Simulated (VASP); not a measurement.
The system is CsBr.

```
Cs Br
1.0
     4.31938    0.00000    0.00000
     0.00000    4.31938    0.00000
     0.00000    0.00000    4.31938
Cs Br
1 1
Direct
  0.00000 0.00000 0.00000
  0.50000 0.50000 0.50000
```

Base run:

| Quantity | Value |
| --- | --- |
| Program | VASP 6.6.1 |
| Functional | PBE-based screened hybrid with 75 % exact exchange |
| Potentials or basis | VASP PAW PBE potentials, release 64 (Cs_sv, Br) |
| Cutoff | 400 eV |
| k mesh | 4 × 4 × 4 |
| Occupations | gaussian, width 0.01 eV |
| Spin | no spin polarisation |

Its results: band gap on the k mesh 9.12 eV; pressure -0.5 GPa.

After a change of settings the same cell gave: band gap on the k mesh 5.19 eV; pressure 0.1 GPa. Which change was it?
A. functional from PBE-based screened hybrid with 75 % exact exchange to PBE; cutoff from 400 eV to 500 eV; occupations from gaussian, width 0.01 eV to gaussian, width 0.5 eV
B. functional from PBE-based screened hybrid with 75 % exact exchange to r2SCAN; cutoff from 400 eV to 550 eV
C. functional from PBE-based screened hybrid with 75 % exact exchange to PBE; cutoff from 400 eV to 500 eV; dispersion from none to D4

B.

Caveats: the PAW data sets were made with another functional, which shifts forces and pressure a little; spin-orbit coupling is left out, which moves the levels of the heavy elements.
